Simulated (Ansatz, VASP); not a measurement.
**HfC in VASP and in Ansatz**

The input INCAR:

```
ALGO = Normal
EDIFF = 1E-6
ENCUT = 600
GGA = CA
GGA_COMPAT = F
ISIF = 2
ISMEAR = -1
LASPH = T
LCHARG = F
LREAL = F
LWAVE = F
NBANDS = 14
NELM = 120
PREC = Accurate
SIGMA = 0.1
```

File KPOINTS:

```
k-points
0
Gamma
  11 11 11
```

File POSCAR:

```
HfC
1.0
    0.0000000000      2.3250000000      2.3250000000
    2.3250000000      0.0000000000      2.3250000000
    2.3250000000      2.3250000000      0.0000000000
Hf C
1 1
Direct
    0.5000000000      0.5000000000      0.5000000000
    0.0000000000      0.0000000000      0.0000000000
```

Input for Ansatz:

```yaml
crystal:
  lattice:
    - [0.0, 2.325, 2.325]
    - [2.325, 0.0, 2.325]
    - [2.325, 2.325, 0.0]
  atoms:
    - { symbol: Hf, position: [0.5, 0.5, 0.5] }
    - { symbol: C, position: [0.0, 0.0, 0.0] }
basis:
  ecutwfc: 510.0
kpoints:
  mp_grid:
    grid: [11, 11, 11]
hamiltonian:
  xc: lda
scf:
  occupations:
    method: fermi_dirac
output:
  stress: true
```

Alike in both runs: task single point; functional LDA; k mesh 11 × 11 × 11; no spin polarisation.

|  | VASP | Ansatz |
| --- | --- | --- |
| version | VASP 6.6.1 | Ansatz 0.2.0 |
| potentials or method | VASP PAW LDA potentials, release 64 (Hf_pv, C), cutoff 600 eV | plane waves, PAW |
| occupations | fermi-dirac, width 0.1 eV | fermi-dirac |
| valence electrons in the cell | 14 | 30 |

VASP gave:

| Item | Value |
| --- | --- |
| pressure (GPa) | -11.7 |

Problem. What did Ansatz give for the same quantities?

Solution. Pressure (GPa): -11.9.

LDA's correlation is that of Perdew and Zunger in VASP and of Perdew and Wang (1992) in Ansatz. VASP's potentials hold 14 valence electrons a cell and Ansatz's 30, so a difference there can come from the potentials and not from the codes.

Neither program's run includes spin-orbit coupling.
